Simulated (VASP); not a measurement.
Wanted: the native input for a VASP 6.6.1 run.

| Item | Value |
| --- | --- |
| Task | single point |
| Functional | LDA |
| Potentials or basis | VASP PAW LDA potentials, release 64 (Mo_sv, S) |
| Cutoff | 500 eV |
| k mesh | 7 × 7 × 3 |
| Occupations | fermi-dirac, width 0.3 eV |
| Spin | no spin polarisation |
| Dipole correction | no |
| Further INCAR settings | ALGO = Normal; EDIFF = 1e-06; NBANDS = 20 |

The structure of MoS2 lies in POSCAR:

```
MoS2
1.0
    3.2274650000      0.0000000000      0.0000000000
   -1.6137325000      2.7950666798      0.0000000000
    0.0000000000      0.0000000000      6.3124730000
Mo S
1 2
Direct
    0.0000000000      0.0000000000      0.5000000000
    0.3333333333      0.6666666667      0.2553190000
    0.6666666667      0.3333333333      0.7446810000
```

The input as run:

INCAR

```
SYSTEM = MoS2
PREC = Accurate ; ENCUT = 500
EDIFF = 1E-6 ; ISMEAR = -1
SIGMA = 0.3 ; LREAL = .FALSE.
LASPH = .TRUE. ; NELM = 120
ALGO = Normal ; ISIF = 2
LWAVE = .FALSE. ; LCHARG = .FALSE.
NBANDS = 20 ; GGA_COMPAT = .FALSE.
```

KPOINTS

```
Automatic mesh
0
G
  7 7 3
  0 0 0
```

Potentials or basis: VASP PAW LDA potentials, release 64 (Mo_sv, S).

The run is started by

```sh
$ cat potpaw_LDA.64/Mo_sv/POTCAR potpaw_LDA.64/S/POTCAR > POTCAR
$ mpirun -np 1 vasp_std > vasp.out
```

It gave:

```yaml
Pressure: -4.8 GPa
Largest_force: 0.111 eV/Å
Band_gap_on_the_k_mesh: zero (bands 13 and 14 overlap by 0.63 eV)
```

Caveat: the cell stands under tension; so wide a smearing shifts energies and pressures.

Run time: 16 s on 1 thread of Intel(R) Xeon(R) Platinum 8488C (Sapphire Rapids) (shared host), peak memory 0.15 GiB.
